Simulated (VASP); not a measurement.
# GaSb (F-43m) in VASP: notebook, part 2 of 3

VASP 6.6.1.

**3. Electric field gradients, PBE (volume scaled by 0.97)**

File INCAR:

```
SYSTEM = GaSb
  PREC = Accurate
  ENCUT = 520
  EDIFF = 1E-8
  ISMEAR = -1
  SIGMA = 0.05
  LREAL = .False.
  LASPH = .True.
  NELM = 80
  ALGO = Normal
  ISIF = 2
  LWAVE = .False.
  LCHARG = .False.
  GGA = PE
  LEFG = .True.
  NBANDS = 16
```

File KPOINTS:

```
regular mesh
0
Gamma
  9 9 9
  0 0 0
```

File POSCAR:

```
GaSb
1.0
    0.0000000000      3.0280988974      3.0280988974
    3.0280988974      0.0000000000      3.0280988974
    3.0280988974      3.0280988974      0.0000000000
Ga Sb
1 1
Direct
    0.0000000000      0.0000000000      0.0000000000
    0.7500000000      0.7500000000      0.7500000000
```

Potentials or basis: VASP PAW PBE potentials, release 64 (Ga_d, Sb).

The run is started by

```
cat potpaw_PBE.64/Ga_d/POTCAR potpaw_PBE.64/Sb/POTCAR > POTCAR
mpirun -np 1 vasp_std > vasp.out
```

OUTCAR:

```text
SYSTEM = GaSb
   PREC = Accurate
   ENCUT = 520
   EDIFF = 1E-8
   ISMEAR = -1
   LREAL = .False.
   LASPH = .True.
   NELM = 80
   ISIF = 2
   GGA = PE

 ion  position               nearest neighbor table
   1  0.000  0.000  0.000-   2 2.62   2 2.62   2 2.62   2 2.62
   2  0.750  0.750  0.750-   1 2.62   1 2.62   1 2.62   1 2.62

  LATTYP: Found a face centered cubic cell.
 ALAT       =     6.0561977948

  Lattice vectors:

 A1 = (   0.0000000000,   3.0280988974,   3.0280988974)
 A2 = (   3.0280988974,   0.0000000000,   3.0280988974)
 A3 = (   3.0280988974,   3.0280988974,   0.0000000000)

Analysis of symmetry for initial positions (statically):
=====================================================================
 Subroutine PRICEL returns:
 Original cell was already a primitive cell.

 Routine SETGRP: Setting up the symmetry group for a
 face centered cubic supercell.

 Subroutine GETGRP returns: Found 24 space group operations
 (whereof 24 operations were pure point group operations)
 out of a pool of 48 trial point group operations.

The static configuration has the point symmetry T_d .

Analysis of symmetry for dynamics (positions and initial velocities):
=====================================================================
 Subroutine PRICEL returns:
 Original cell was already a primitive cell.

 Routine SETGRP: Setting up the symmetry group for a
 face centered cubic supercell.

 Subroutine GETGRP returns: Found 24 space group operations
 (whereof 24 operations were pure point group operations)
 out of a pool of 48 trial point group operations.

The dynamic configuration has the point symmetry T_d .

 Subroutine INISYM returns: Found 24 space group operations
 (whereof 24 operations are pure point group operations),
 and found     1 'primitive' translations

----------------------------------------------------------------------------------------

                                     Primitive cell

  volume of cell :      55.5316

  direct lattice vectors                    reciprocal lattice vectors
     0.000000000  3.028098897  3.028098897    -0.165120102  0.165120102  0.165120102
     3.028098897  0.000000000  3.028098897     0.165120102 -0.165120102  0.165120102
     3.028098897  3.028098897  0.000000000     0.165120102  0.165120102 -0.165120102

  length of vectors
     4.282378529  4.282378529  4.282378529     0.285996407  0.285996407  0.285996407

  position of ions in fractional coordinates (direct lattice)
     0.000000000  0.000000000  0.000000000
     0.750000000  0.750000000  0.750000000

  ion indices of the primitive-cell ions
   primitive index   ion index
                 1           1
                 2           2

----------------------------------------------------------------------------------------

 KPOINTS: regular mesh

Automatic generation of k-mesh.
 Grid dimensions read from file:
 generate k-points for:    9    9    9

 Generating k-lattice:

  Cartesian coordinates                     Fractional coordinates (reciprocal lattice)
    -0.018346678  0.018346678  0.018346678     0.111111111  0.000000000  0.000000000
[... 64 lines left out ...]
   NFREE  =      0    steps in history (QN), initial steepest desc. (CG)
   ISIF   =      2    stress and relaxation
   ISYM   =      2    0-nonsym 1-usesym 2-fastsym
   POTIM  = 0.5000    time-step for ionic-motion
   TEBEG  =    0.0;   TEEND  =   0.0 temperature during run
   PSTRESS=    0.0 pullay stress
   NELECT =      18.0000    total number of electrons
   NUPDOWN=      -1.0000    fix difference up-down
   EMIN   =  10.00;   EMAX   =-10.00  energy-range for DOS
   EFERMI =   0.00;   METHOD = LEGACY
   ISMEAR =    -1;   SIGMA  =   0.05  broadening in eV -4-tet -1-fermi 0-gaus
   EFERMI_NEDOS =   21; number of points for ismear=-14 and -15
   IALGO  =     38    algorithm
   IMIX   =      4    mixing-type and parameters
     AMIX     =   0.40;   BMIX     =  1.00
     AMIX_MAG =   1.60;   BMIX_MAG =  1.00
  volume/ion in A,a.u.               =      27.77       187.37
  Fermi-wavevector in a.u.,A,eV,Ry     =   1.124568  2.125125 17.206643  1.264653
  Thomas-Fermi vector in A             =   2.261240
   LORBIT       =      0    0 simple, 1 ext, 2 COOP (PROOUT), +10 PAW based schemes
   GGA     = PE    functional components
   LHFCALC =     F    Hartree Fock is set to
   AEXX    =    0.0000 exact exchange contribution
   IVDW    =     0    specifies the selected vdW correction
   LEPSILON=     F    determine dielectric tensor
   LRPA    =     F    only Hartree local field effects (RPA)
 non-spin polarized calculation
  energy-cutoff  :      520.00
  volume of cell :       55.53
 maximum number of plane-waves:      1516
   NGX = 15   NGY = 15   NGZ = 15

 number of electron      17.9999988 magnetization

 Free energy of the ion-electron system (eV)
  ---------------------------------------------------
  ext. energy  EPLUGINS =         0.00000000
  ---------------------------------------------------
  free energy    TOTEN  =        -7.31440163 eV

  energy without entropy =       -7.31425371  energy(sigma->0) =       -7.31432767

 E-fermi :   5.3453     XC(G=0):  -9.2229

 val. band max:        5.1872804758   @ k =   0.0000   0.0000   0.0000
 cond. band min:       5.4432019037   @ k =   0.0000   0.0000   0.0000
 fundamental gap:      0.2559214279
 Fermi energy:         5.3453024024

 k-point     1 :       0.0000    0.0000    0.0000
  band No.  band energies     occupation
      1      -9.9109      2.00000
      2      -9.9109      2.00000
      3      -9.9109      2.00000
      4      -9.8563      2.00000
      5      -9.8563      2.00000
      6      -6.5055      2.00000
[... 433 lines left out ...]
      3      -9.8842      2.00000
      4      -9.8696      2.00000
      5      -9.8520      2.00000
      6      -4.1227      2.00000
[... 8 lines left out ...]
     15      16.3796      0.00000
     16      16.6055      0.00000

 [... further k-points ...]
[... 5 lines left out ...]
  --------------------------------------------------------------------------------------
  -------------------------------------------------------------------------------------
  Total        1.4606699      1.4606699      1.4606699      0.0000000      0.0000000     -0.0000000
  in kB       42.1427132     42.1427132     42.1427132      0.0000000      0.0000000     -0.0000000
  external PRESSURE =      42.1427132 kB  Pullay stress =       0.0000000 kB

 VOLUME and BASIS-vectors are now :
 -----------------------------------------------------------------------------
  energy-cutoff  :      520.00
  volume of cell :       55.53
      direct lattice vectors                 reciprocal lattice vectors
     0.000000000  3.028098897  3.028098897    -0.165120102  0.165120102  0.165120102
     3.028098897  0.000000000  3.028098897     0.165120102 -0.165120102  0.165120102
     3.028098897  3.028098897  0.000000000     0.165120102  0.165120102 -0.165120102

 POSITION                                       TOTAL-FORCE (eV/Angst)
 -----------------------------------------------------------------------------------
      0.00000      0.00000      0.00000        -0.000000     -0.000000     -0.000000
      4.54215      4.54215      4.54215         0.000000      0.000000      0.000000
 -----------------------------------------------------------------------------------
    total drift:                               -0.000002     -0.000002     -0.000002

  FREE ENERGIE OF THE ION-ELECTRON SYSTEM (eV)
  ---------------------------------------------------
  free  energy   TOTEN  =        -7.3144016275 eV

  energy  without entropy=       -7.3142537124  energy(sigma->0) =       -7.31432767

 Electric field gradients (V/A^2)
---------------------------------------------------------------------
 ion       V_xx      V_yy      V_zz      V_xy      V_xz      V_yz
---------------------------------------------------------------------
   1       0.000    -0.000    -0.000    -0.003    -0.003    -0.003
   2       0.000    -0.000    -0.000     0.000     0.000     0.000
---------------------------------------------------------------------

 Electric field gradients after diagonalization (V/A^2)
 (convention: |V_zz| > |V_xx| > |V_yy|)
----------------------------------------------------------------------
 ion       V_xx      V_yy      V_zz     asymmetry (V_yy - V_xx)/ V_zz
----------------------------------------------------------------------
   1       0.003     0.003    -0.006       0.000
   2      -0.000    -0.000     0.000       0.000
----------------------------------------------------------------------

           NMR quadrupolar parameters

 Cq : quadrupolar parameter    Cq=e*Q*V_zz/h
 eta: asymmetry parameters     (V_yy - V_xx)/ V_zz
 Q  : nuclear electric quadrupole moment in mb (millibarn)
----------------------------------------------------------------------
 ion       Cq(MHz)       eta       Q (mb)
----------------------------------------------------------------------
   1      -0.000       0.000       1.000
   2       0.000       0.000       1.000
----------------------------------------------------------------------
```

It took 42 s on 1 thread of Intel Xeon Platinum 8375C at 2.90GHz (Ice Lake), shared host; peak memory 0.19 GiB.

What came out:

| Property | Result |
| --- | --- |
| Free energy | -7.3144 eV |
| Pressure | 4.2 GPa |
| Band gap on the k mesh | 0.26 eV, direct |

Caveat: without QUAD_EFG the Cq values of the log hold for a quadrupole moment of 1 mb, not for the nuclei; spin-orbit coupling is left out, which moves the levels of the heavy elements.

(Part 2 of 3 ends here.)
